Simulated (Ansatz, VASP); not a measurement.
## InSe in VASP and in Ansatz

Contents of INCAR:

```
PREC = Accurate ; ENCUT = 520
EDIFF = 1E-7 ; ISMEAR = 0
SIGMA = 0.03 ; LREAL = F
LASPH = T ; NELM = 80
ALGO = Normal ; ISIF = 2
LWAVE = F ; LCHARG = F
GGA = PE ; IVDW = 12
NBANDS = 27 ; LUSENCCL = F
```

Contents of KPOINTS:

```
Automatic mesh
0
Gamma
  12 12 12
```

POSCAR

```
InSe
1.0
    2.0181972250      1.1652067111      8.3033250854
   -2.0181972250      1.1652067111      8.3033250854
    0.0000000000     -2.3304134223      8.3033250854
In Se
2 2
Direct
    0.0000475051      0.0000475051      0.0000475051
    0.1121766890      0.1121766890      0.1121766890
    0.6151385375      0.6151385375      0.6151385375
    0.8303372684      0.8303372684      0.8303372684
```

Input for Ansatz:

```yaml
crystal:
  lattice:
    - [2.018197225, 1.1652067111, 8.3033250854]
    - [-2.018197225, 1.1652067111, 8.3033250854]
    - [0.0, -2.3304134223, 8.3033250854]
  atoms:
    - { symbol: In, position: [4.75051e-05, 4.75051e-05, 4.75051e-05] }
    - { symbol: In, position: [0.112176689, 0.112176689, 0.112176689] }
    - { symbol: Se, position: [0.6151385375, 0.6151385375, 0.6151385375] }
    - { symbol: Se, position: [0.8303372684, 0.8303372684, 0.8303372684] }
basis:
  ecutwfc: 420
kpoints:
  mp_grid: { grid: [12, 12, 12] }
hamiltonian:
  xc: pbe
  dispersion: d3bj
scf:
  occupations: { method: gaussian, width: 0.03 }
output:
  forces: true
  stress: true
  eigenvalues: true
  write_density: true
  write_potential: true
  elf: true
  volumetric_format: npy
```

Alike in both runs: task single point; functional PBE; dispersion D3(BJ); k mesh 12 × 12 × 12; occupations gaussian, width 0.03 eV; no spin polarisation.

|  | VASP | Ansatz |
| --- | --- | --- |
| version | VASP 6.6.1 | Ansatz 0.2.0 |
| potentials or method | VASP PAW PBE potentials, release 64 (In_d, Se), cutoff 520 eV | scalar-relativistic, plane waves, PAW |
| valence electrons in the cell | 38 | 58 |

```tsv
	VASP	Ansatz	Ansatz less VASP
gap on the k mesh at the Fermi level (eV)	0.29	0.30	+0.013
least direct gap on the mesh (eV)	0.29	0.30	+0.013
pressure (GPa)	0.0	0.0	-0.04
rms of the force components (eV/Å)	0.007	0.001	-0.0063
```

Atom by atom the forces differ by 0.008 eV/Å (rms over components). VASP's potentials hold 38 valence electrons a cell and Ansatz's 58, so a difference there can come from the potentials and not from the codes.
